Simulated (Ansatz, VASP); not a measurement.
**Mo: VASP beside Ansatz**

```
Mo
1.0
    -1.58381    1.58381    1.58381
     1.58381   -1.58381    1.58381
     1.58381    1.58381   -1.58381
Mo
1
Direct
  0.00000 0.00000 0.00000
```

Alike in both runs: functional PBE; k mesh 9 × 9 × 9; occupations tetrahedron; non-collinear spin, spin-orbit coupling.

```csv
,VASP,Ansatz
version,VASP 6.6.1,Ansatz 0.2.0
potentials or method,"VASP PAW PBE potentials, release 64 (Mo_sv), cutoff 520 eV","all-electron LAPW, point nuclei"
task,single point,band structure
```

|  | VASP | Ansatz | Ansatz less VASP |
| --- | --- | --- | --- |
| pressure (GPa) | -0.3 | -1.0 | -0.63 |
| traceless stress, the component that is largest in VASP (GPa) | -0.23 | 0.00 | +0.228 |
| net moment per atom (μB) | 0.00 | 0.00 | 0.000 |

Ansatz ran all-electron here, and VASP with PAW potentials.

Noted on Ansatz's run: the k mesh is thin for a metal, which can move the energy by tens of meV per atom.
